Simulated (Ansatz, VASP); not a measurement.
# One calculation of NaI, two programs

```
CELL_PARAMETERS angstrom
4.77225 0.00000 0.00000
0.00000 4.10189 0.00000
0.00000 0.00000 7.27030
ATOMIC_POSITIONS crystal
Na 0.25000 0.50000 0.24999
Na 0.75000 0.50000 0.75001
I 0.25000 0.00000 0.74991
I 0.75000 0.00000 0.25009
```

Change from the starting cell: engineering shear strain xz +0.0000, normal strain along z +0.0733.

Alike in both runs: task single point; functional PBE; dispersion D3(BJ); k mesh 6 × 8 × 4; occupations gaussian, width 0.05 eV; no spin polarisation.

```csv
,VASP,Ansatz
version,VASP 6.6.1,Ansatz 0.2.0
potentials or method,"VASP PAW PBE potentials, release 64 (Na_pv, I), cutoff 520 eV","scalar-relativistic, plane waves, PAW"
valence electrons in the cell,28,52
```

|  | VASP | Ansatz | Ansatz less VASP |
| --- | --- | --- | --- |
| gap on the k mesh at the Fermi level (eV) | 2.61 | 2.62 | +0.001 |
| least direct gap on the mesh (eV) | 2.80 | 2.81 | +0.004 |
| pressure (GPa) | -0.5 | -0.5 | -0.01 |
| traceless stress, the component that is largest in VASP (GPa) | 0.78 | 0.78 | -0.003 |

VASP's potentials hold 28 valence electrons a cell and Ansatz's 52, so a difference there can come from the potentials and not from the codes.

Neither program's run includes spin-orbit coupling.
